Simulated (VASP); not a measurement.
# NaH (I4mm) in VASP: a series of runs

NaH is run at these levels: LDA; tasks: single point.

Everything below comes from runs of VASP 6.6.1. Logs are shortened: lines on timing, memory, paths and dates and some standing lists are left out, and cuts for length are marked.

### Step 1. The cell of the first run

Symmetry: I4mm, No. 107, tetragonal system. The conventional cell has a = 3.451 Å, b = 3.451 Å, c = 4.880 Å, α = 90.00°, β = 90.00°, γ = 90.00°. Within 2.9 Å of Na (site symmetry 4mm) lie 6 H at 2.21 to 2.67 Å. H (site symmetry 4mm) has 6 Na at 2.21 to 2.67 Å within 2.9 Å.

### Step 2. Single point, LDA (all Na atoms moved +0.225 Å, as atom 1 along Cartesian [0 1 0])

The input, INCAR:

```
SYSTEM = NaH
  PREC = Accurate
  ENCUT = 520
  EDIFF = 1E-6
  ISMEAR = 0
  SIGMA = 0.05
  LREAL = .False.
  LASPH = .True.
  NELM = 60
  ALGO = Normal
  ISIF = 2
  LWAVE = .False.
  LCHARG = .False.
  GGA = CA
  NBANDS = 11
```

The input, KPOINTS:

```
regular mesh
0
Gamma
  8 8 8
  0 0 0
```

The input, POSCAR:

```
NaH
1.0
    0.0000000000      2.4400000000      2.4400000000
    2.4400000000      0.0000000000      2.4400000000
    2.4400000000      2.4400000000      0.0000000000
Na H
1 1
Direct
    0.0461065574     -0.0461065574      0.0461065574
    0.5000000000      0.5000000000      0.5000000000
```

Potentials or basis: VASP PAW LDA potentials, release 64 (Na_pv, H).

The run is started by

```console
$ cat potpaw_LDA.64/Na_pv/POTCAR potpaw_LDA.64/H/POTCAR > POTCAR
$ mpirun -np 1 vasp_std > vasp.out
```

OUTCAR:

```text
SYSTEM = NaH
   PREC = Accurate
   ENCUT = 520
   EDIFF = 1E-6
   ISMEAR = 0
   LREAL = .False.
   LASPH = .True.
   NELM = 60
   ISIF = 2
   GGA = CA

 ion  position               nearest neighbor table
   1  0.046  0.954  0.046-
   2  0.500  0.500  0.500-

  LATTYP: Found a face centered cubic cell.
 ALAT       =     4.8800000000

  Lattice vectors:

 A1 = (   0.0000000000,   2.4400000000,   2.4400000000)
 A2 = (   2.4400000000,   0.0000000000,   2.4400000000)
 A3 = (   2.4400000000,   2.4400000000,   0.0000000000)

Analysis of symmetry for initial positions (statically):
=====================================================================
 Subroutine PRICEL returns:
 Original cell was already a primitive cell.

 Routine SETGRP: Setting up the symmetry group for a
 face centered cubic supercell.

 Subroutine GETGRP returns: Found  8 space group operations
 (whereof  8 operations were pure point group operations)
 out of a pool of 48 trial point group operations.

The static configuration has the point symmetry C_4v.

Analysis of symmetry for dynamics (positions and initial velocities):
=====================================================================
 Subroutine PRICEL returns:
 Original cell was already a primitive cell.

 Routine SETGRP: Setting up the symmetry group for a
 face centered cubic supercell.

 Subroutine GETGRP returns: Found  8 space group operations
 (whereof  8 operations were pure point group operations)
 out of a pool of 48 trial point group operations.

The dynamic configuration has the point symmetry C_4v.

 Subroutine INISYM returns: Found  8 space group operations
 (whereof  8 operations are pure point group operations),
 and found     1 'primitive' translations

----------------------------------------------------------------------------------------

                                     Primitive cell

  volume of cell :      29.0536

  direct lattice vectors                    reciprocal lattice vectors
     0.000000000  2.440000000  2.440000000    -0.204918033  0.204918033  0.204918033
     2.440000000  0.000000000  2.440000000     0.204918033 -0.204918033  0.204918033
     2.440000000  2.440000000  0.000000000     0.204918033  0.204918033 -0.204918033

  length of vectors
     3.450681092  3.450681092  3.450681092     0.354928444  0.354928444  0.354928444

  position of ions in fractional coordinates (direct lattice)
     0.046106557  0.953893443  0.046106557
     0.500000000  0.500000000  0.500000000

  ion indices of the primitive-cell ions
   primitive index   ion index
                 1           1
                 2           2

----------------------------------------------------------------------------------------

 KPOINTS: regular mesh

Automatic generation of k-mesh.
 Grid dimensions read from file:
 generate k-points for:    8    8    8

 Generating k-lattice:

  Cartesian coordinates                     Fractional coordinates (reciprocal lattice)
    -0.025614754  0.025614754  0.025614754     0.125000000  0.000000000  0.000000000
     0.025614754 -0.025614754  0.025614754     0.000000000  0.125000000  0.000000000
     0.025614754  0.025614754 -0.025614754     0.000000000  0.000000000  0.125000000

  Length of vectors
     0.044366056  0.044366056  0.044366056

  Shift w.r.t. Gamma in fractional coordinates (k-lattice)
     0.000000000  0.000000000  0.000000000

 Subroutine IBZKPT returns following result:
 ===========================================

 Found     59 irreducible k-points:

 Following reciprocal coordinates:
            Coordinates               Weight
  0.000000  0.000000  0.000000      1.000000
  0.125000  0.000000  0.000000      8.000000
  0.250000  0.000000  0.000000      8.000000
  0.375000  0.000000  0.000000      8.000000
  0.500000  0.000000  0.000000      4.000000
  0.125000  0.125000  0.000000      4.000000
[... 16 lines left out ...]
  0.250000  0.000000  0.375000      8.000000
  0.500000  0.250000  0.000000     16.000000
 [... further k-points ...]
   k-points           NKPTS =     59   k-points in BZ     NKDIM =     59   number of bands    NBANDS=     11
   number of dos      NEDOS =    301   number of ions     NIONS =      2
   total plane-waves  NPLWV =  21952
   dimension x,y,z NGX =    28 NGY =   28 NGZ =   28
   dimension x,y,z NGXF=    56 NGYF=   56 NGZF=   56
   ions per type =               1   1
   NGX,Y,Z   is equivalent  to a cutoff of  13.49, 13.49, 13.49 a.u.
   NGXF,Y,Z  is equivalent  to a cutoff of  26.98, 26.98, 26.98 a.u.
 SYSTEM =  NaH
   PREC   = accura    normal or accurate (medium, high low for compatibility)
   ISTART =      0    job   : 0-new  1-cont  2-samecut
   ICHARG =      2    charge: 1-file 2-atom 10-const
   ISPIN  =      1    spin polarized calculation?
   LNONCOLLINEAR =      F non collinear calculations
   LSORBIT =      F    spin-orbit coupling
   LASPH  =      T    aspherical Exc in radial PAW
   ENCUT  =  520.0 eV  38.22 Ry    6.18 a.u.   6.42  6.42  6.42*2*pi/ulx,y,z
   NELM   =     60;   NELMIN=  2; NELMDL= -5     # of ELM steps
   EDIFF  = 0.1E-05   stopping-criterion for ELM
   LREAL  =      F    real-space projection
   EDIFFG = 0.1E-04   stopping-criterion for IOM
   NSW    =      0    number of steps for IOM
   IBRION =     -1    ionic relax: 0-MD 1-quasi-New 2-CG
   NFREE  =      0    steps in history (QN), initial steepest desc. (CG)
   ISIF   =      2    stress and relaxation
   ISYM   =      2    0-nonsym 1-usesym 2-fastsym
   POTIM  = 0.5000    time-step for ionic-motion
   TEBEG  =    0.0;   TEEND  =   0.0 temperature during run
   PSTRESS=    0.0 pullay stress
   NELECT =       8.0000    total number of electrons
   NUPDOWN=      -1.0000    fix difference up-down
   EMIN   =  10.00;   EMAX   =-10.00  energy-range for DOS
   EFERMI =   0.00;   METHOD = LEGACY
   ISMEAR =     0;   SIGMA  =   0.05  broadening in eV -4-tet -1-fermi 0-gaus
   EFERMI_NEDOS =   21; number of points for ismear=-14 and -15
   IALGO  =     38    algorithm
   IMIX   =      4    mixing-type and parameters
     AMIX     =   0.40;   BMIX     =  1.00
     AMIX_MAG =   1.60;   BMIX_MAG =  1.00
  volume/ion in A,a.u.               =      14.53        98.03
  Fermi-wavevector in a.u.,A,eV,Ry     =   1.065054  2.012660 15.433636  1.134340
  Thomas-Fermi vector in A             =   2.200593
   LORBIT       =      0    0 simple, 1 ext, 2 COOP (PROOUT), +10 PAW based schemes
   GGA     = CA    functional components
   LHFCALC =     F    Hartree Fock is set to
   AEXX    =    0.0000 exact exchange contribution
   IVDW    =     0    specifies the selected vdW correction
   LEPSILON=     F    determine dielectric tensor
   LRPA    =     F    only Hartree local field effects (RPA)
 non-spin polarized calculation
 Gauss-broadening in eV      SIGMA  =   0.05
  energy-cutoff  :      520.00
  volume of cell :       29.05
 maximum number of plane-waves:       817
 NGX is ok and might be reduce to    28
   NGX = 13   NGY = 13   NGZ = 13

 number of electron       8.0000002 magnetization

 Free energy of the ion-electron system (eV)
  ---------------------------------------------------
  ext. energy  EPLUGINS =         0.00000000
  ---------------------------------------------------
  free energy    TOTEN  =        -5.36011153 eV

  energy without entropy =       -5.36011153  energy(sigma->0) =       -5.36011153

 E-fermi :  -1.0971     XC(G=0):  -8.1223

 val. band max:       -1.3022458871   @ k =  -0.2500   0.5000   0.2500
 cond. band min:       2.0517681706   @ k =   0.5000   0.0000   0.0000
 fundamental gap:      3.3540140577
 Fermi energy:        -1.0970732576

 k-point     1 :       0.0000    0.0000    0.0000
  band No.  band energies     occupation
      1     -23.5196      2.00000
      2     -23.5196      2.00000
      3     -23.5171      2.00000
      4      -5.0078      2.00000
      5       8.7187      0.00000
      6      13.5192      0.00000
      7      13.5192      0.00000
      8      13.6946      0.00000
      9      14.7605      0.00000
     10      14.7605      0.00000
     11      14.7924      0.00000

 k-point     2 :       0.1250    0.0000    0.0000
  band No.  band energies     occupation
      1     -23.5321      2.00000
      2     -23.5212      2.00000
      3     -23.5194      2.00000
      4      -4.7408      2.00000
      5       7.8319      0.00000
      6      11.1861      0.00000
      7      12.8588      0.00000
      8      12.9907      0.00000
      9      15.3447      0.00000
     10      15.6232      0.00000
     11      15.9754      0.00000

 k-point     3 :       0.2500    0.0000    0.0000
  band No.  band energies     occupation
      1     -23.5636      2.00000
      2     -23.5251      2.00000
      3     -23.5233      2.00000
      4      -3.9786      2.00000
      5       5.5286      0.00000
      6       9.7655      0.00000
      7      12.1477      0.00000
      8      12.2715      0.00000
      9      15.4074      0.00000
     10      15.4454      0.00000
     11      16.8299      0.00000

 k-point     4 :       0.3750    0.0000    0.0000
  band No.  band energies     occupation
      1     -23.5948      2.00000
      2     -23.5289      2.00000
      3     -23.5271      2.00000
      4      -2.8973      2.00000
      5       3.1872      0.00000
      6       9.1882      0.00000
      7      11.7321      0.00000
      8      11.8599      0.00000
      9      14.5950      0.00000
     10      14.6042      0.00000
     11      16.9704      0.00000
[... 239 lines left out ...]
 k-point    22 :       0.3750    0.2500    0.0000
  band No.  band energies     occupation
      1     -23.5796      2.00000
      2     -23.5413      2.00000
      3     -23.5379      2.00000
      4      -2.8673      2.00000
      5       4.5816      0.00000
      6       7.5746      0.00000
      7       9.6698      0.00000
      8      10.7588      0.00000
      9      12.8911      0.00000
     10      17.9476      0.00000
     11      19.4356      0.00000

 k-point    23 :       0.2500    0.0000    0.3750
  band No.  band energies     occupation
      1     -23.5781      2.00000
      2     -23.5416      2.00000
      3     -23.5395      2.00000
      4      -2.8696      2.00000
      5       4.6219      0.00000
      6       7.5728      0.00000
      7       9.6945      0.00000
      8      10.7426      0.00000
      9      12.7150      0.00000
     10      18.1274      0.00000
     11      19.3871      0.00000

 k-point    24 :       0.5000    0.2500    0.0000
  band No.  band energies     occupation
      1     -23.5908      2.00000
      2     -23.5521      2.00000
      3     -23.5389      2.00000
      4      -1.9715      2.00000
      5       3.3406      0.00000
      6       6.0491      0.00000
      7       9.6754      0.00000
      8      10.6226      0.00000
      9      15.0458      0.00000
     10      17.7604      0.00000
     11      18.4590      0.00000

 [... further k-points ...]

------------------------ aborting loop because EDIFF is reached ----------------------------------------

  FORCE on cell =-STRESS in cart. coord.  units (eV):
  Direction    XX          YY          ZZ          XY          YZ          ZX
  --------------------------------------------------------------------------------------
  -------------------------------------------------------------------------------------
  Total       -0.5005989     -0.2353760     -0.5005989      0.0000000     -0.0000000      0.0000000
  in kB      -27.6058436    -12.9799588    -27.6058436      0.0000000     -0.0000000      0.0000000
  external PRESSURE =     -22.7305486 kB  Pullay stress =       0.0000000 kB

 VOLUME and BASIS-vectors are now :
 -----------------------------------------------------------------------------
  energy-cutoff  :      520.00
  volume of cell :       29.05
      direct lattice vectors                 reciprocal lattice vectors
     0.000000000  2.440000000  2.440000000    -0.204918033  0.204918033  0.204918033
     2.440000000  0.000000000  2.440000000     0.204918033 -0.204918033  0.204918033
     2.440000000  2.440000000  0.000000000     0.204918033  0.204918033 -0.204918033

 POSITION                                       TOTAL-FORCE (eV/Angst)
 -----------------------------------------------------------------------------------
      2.44000      0.22500      2.44000         0.000000     -0.191850      0.000000
      2.44000      2.44000      2.44000         0.000000      0.191850      0.000000
 -----------------------------------------------------------------------------------
    total drift:                                0.000000     -0.000050      0.000000

  FREE ENERGIE OF THE ION-ELECTRON SYSTEM (eV)
  ---------------------------------------------------
  free  energy   TOTEN  =        -5.3601115322 eV

  energy  without entropy=       -5.3601115322  energy(sigma->0) =       -5.36011153
```

It took 20 s on 1 thread of Intel Xeon Platinum 8259CL at 2.50GHz (Skylake/Cascade Lake), shared host; peak memory 0.14 GiB.

Results:

- Free energy: -5.3601 eV
- Pressure: -2.3 GPa
- Largest force: 0.192 eV/Å
- Band gap on the k mesh: 3.35 eV, indirect (least direct gap 4.26 eV)

Forces in eV/Å, atoms in the order of the input:
```
Na   0.000 -0.192  0.000
H    0.000  0.192  0.000
```

Stress tensor (GPa, compression positive):
```
-2.76  0.00  0.00
 0.00 -1.30  0.00
 0.00  0.00 -2.76
```

Levels at points of the mesh, in eV from the valence-band top:
```csv
k point,band 2,band 3,band 4,band 5,band 6,band 7
"(0.00, 0.00, 0.00)",-22.22,-22.21,-3.71,10.02,14.82,14.82
"(0.50, 0.00, 0.00)",-22.23,-22.23,-0.91,3.35,10.32,12.90
"(0.50, 0.50, 0.00)",-22.25,-22.25,-0.19,4.24,9.45,9.85
"(0.50, 0.00, 0.50)",-22.25,-22.25,-0.20,4.29,9.56,10.15
```

Caveat: the cell differs from its parent crystal (all Na atoms moved +0.225 Å, as atom 1 along Cartesian [0 1 0]).

### Step 3. Single point, LDA (all Na atoms moved -0.150 Å, as atom 1 along Cartesian [0 1 0])

The input, INCAR:

```
PREC = Accurate ; ENCUT = 520
EDIFF = 1E-6 ; ISMEAR = 0
SIGMA = 0.05 ; LREAL = F
LASPH = T ; NELM = 80
ALGO = Normal ; ISIF = 2
LWAVE = F ; LCHARG = F
NBANDS = 11
```

The input, KPOINTS:

```
Automatic mesh
0
Gamma
  8 8 8
```

Changes to POSCAR since step 2:

```diff
@@ -8,3 +8,3 @@
 Direct
-    0.0461065574     -0.0461065574      0.0461065574
+   -0.0307377049      0.0307377049     -0.0307377049
     0.5000000000      0.5000000000      0.5000000000
```

Potentials or basis: VASP PAW LDA potentials, release 64 (Na_pv, H).

The run is started by

```console
$ cat potpaw_LDA.64/Na_pv/POTCAR potpaw_LDA.64/H/POTCAR > POTCAR
$ mpirun -np 1 vasp_std > vasp.out
```

It took 19 s on 1 thread of Intel Xeon Platinum 8259CL at 2.50GHz (Skylake/Cascade Lake), shared host; peak memory 0.14 GiB.

It converged, with:

- Free energy: -5.3715 eV
- Pressure: -2.5 GPa
- Largest force: 0.114 eV/Å
- Band gap on the k mesh: 3.36 eV, indirect (least direct gap 4.26 eV)

Forces on the atoms (eV/Å):
```
Na   0.000  0.114  0.000
H    0.000 -0.114  0.000
```

Stress tensor (GPa, compression positive):
```
-2.71  0.00  0.00
 0.00 -2.07  0.00
 0.00  0.00 -2.71
```

Levels at points of the mesh, in eV from the valence-band top:
```csv
k point,band 2,band 3,band 4,band 5,band 6,band 7
"(0.00, 0.00, 0.00)",-22.22,-22.22,-3.71,10.08,14.90,14.90
"(0.50, 0.00, 0.00)",-22.23,-22.23,-0.90,3.36,10.36,12.90
"(0.50, 0.50, 0.00)",-22.25,-22.25,-0.19,4.24,9.51,9.99
"(0.50, 0.00, 0.50)",-22.25,-22.25,-0.19,4.27,9.57,10.15
```

Caveat: the cell differs from its parent crystal (all Na atoms moved -0.150 Å, as atom 1 along Cartesian [0 1 0]). A k mesh can miss the band edges.

(Part 1 of 2 ends here.)
